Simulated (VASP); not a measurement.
Write the native input for VASP 6.6.1 that does the following.

```
Task                   : single point
Functional             : PBE
Potentials or basis    : VASP PAW PBE potentials, release 64 (Ni, Al)
Cutoff                 : 520 eV
k mesh                 : 15 × 15 × 15
Occupations            : fermi-dirac, width 0.1 eV
Spin                   : no spin polarisation
Dipole correction      : no
Further INCAR settings : ALGO = Normal; EDIFF = 1e-06; NBANDS = 14
```

The structure of AlNi (rocksalt type) lies in POSCAR:

```
AlNi
1.0
    0.0000000000      2.2552866498      2.2552866498
    2.2552866498      0.0000000000      2.2552866498
    2.2552866498      2.2552866498      0.0000000000
Ni Al
1 1
Direct
    0.0000000000      0.0000000000      0.0000000000
    0.5000000000      0.5000000000      0.5000000000
```

This cell differs from its parent crystal: volume scaled by 0.8.

The input as run:

INCAR

```
SYSTEM = AlNi
ALGO = Normal
EDIFF = 1E-6
ENCUT = 520
GGA = PE
ISIF = 2
ISMEAR = -1
LASPH = .TRUE.
LCHARG = .FALSE.
LREAL = .FALSE.
LWAVE = .FALSE.
NBANDS = 14
NELM = 100
PREC = Accurate
SIGMA = 0.1
```

KPOINTS

```
k-points
0
G
  15 15 15
  0 0 0
```

Potentials or basis: VASP PAW PBE potentials, release 64 (Ni, Al).

Command:

```sh
$ cat potpaw_PBE.64/Ni/POTCAR potpaw_PBE.64/Al/POTCAR > POTCAR
$ mpirun -np 1 vasp_std > vasp.out
```

It gave:

- Pressure: 39.4 GPa

Wall time 11 s on 1 thread of Intel(R) Xeon(R) 6975P-C (Granite Rapids), on a shared host, peak memory 0.16 GiB.
